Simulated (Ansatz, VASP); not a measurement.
**Mo: VASP beside Ansatz**

INCAR

```
SYSTEM = Mo
PREC = Accurate
ENCUT = 600
EDIFF = 1E-7
ISMEAR = 0
SIGMA = 0.1
LREAL = .FALSE.
LASPH = .TRUE.
NELM = 100
ALGO = Normal
ISIF = 3
LWAVE = .FALSE.
LCHARG = .FALSE.
GGA = PE
IBRION = 2
NSW = 90
EDIFFG = -0.04
```

The input KPOINTS:

```
regular mesh
0
G
  9 9 6
  0 0 0
```

Contents of POSCAR:

```
Mo
1.0
    2.7126311043      0.0000000000      0.0000000000
   -1.3563155522      2.3492074474      0.0000000000
    0.0000000000      0.0000000000      2.5346146881
Mo
1
Direct
    0.0000000000      0.0000000000      0.0000000000
```

Input for Ansatz:

```yaml
crystal:
  lattice:
    - [2.7126311043, 0.0, 0.0]
    - [-1.3563155522, 2.3492074474, 0.0]
    - [0.0, 0.0, 2.5346146881]
  atoms:
    - { symbol: Mo, position: [0.0, 0.0, 0.0] }
basis:
  ecutwfc: 420
kpoints:
  mp_grid: { grid: [9, 9, 6] }
hamiltonian:
  xc: pbe
scf:
  occupations: { method: gaussian, width: 0.1 }
  lower_state_search: "off"
output:
  forces: true
  stress: true
  eigenvalues: true
relax:
  adjacent_minimum: "off"
  f_tol: 0.04
  max_steps: 70
  cell: { stress_tol: 0.4 }
```

Alike in both runs: task relaxation of cell and atoms; functional PBE; k mesh 9 × 9 × 6; occupations gaussian, width 0.1 eV; no spin polarisation.

|  | VASP | Ansatz |
| --- | --- | --- |
| version | VASP 6.6.1 | Ansatz 0.2.0 |
| potentials or method | VASP PAW PBE potentials, release 64 (Mo_sv), cutoff 600 eV | scalar-relativistic, plane waves, PAW |
| valence electrons in the cell | 14 | 14 |

Ansatz gave:

```
gap on the k mesh at the Fermi level, each at its own relaxed structure (eV) : none
relaxed volume (Å³/atom)                                                     : 16.77
relaxed cell length with the largest relative difference (Å)                 : 2.527
```

Q: Which values does VASP return?

A: gap on the k mesh at the Fermi level, each at its own relaxed structure (eV): none; relaxed volume (Å³/atom): 16.80; relaxed cell length with the largest relative difference (Å): 2.529.

A gap of «none» marks a metal or a gap that the smearing closes.

The k mesh is coarse, so the values compare programs but aren't converged.
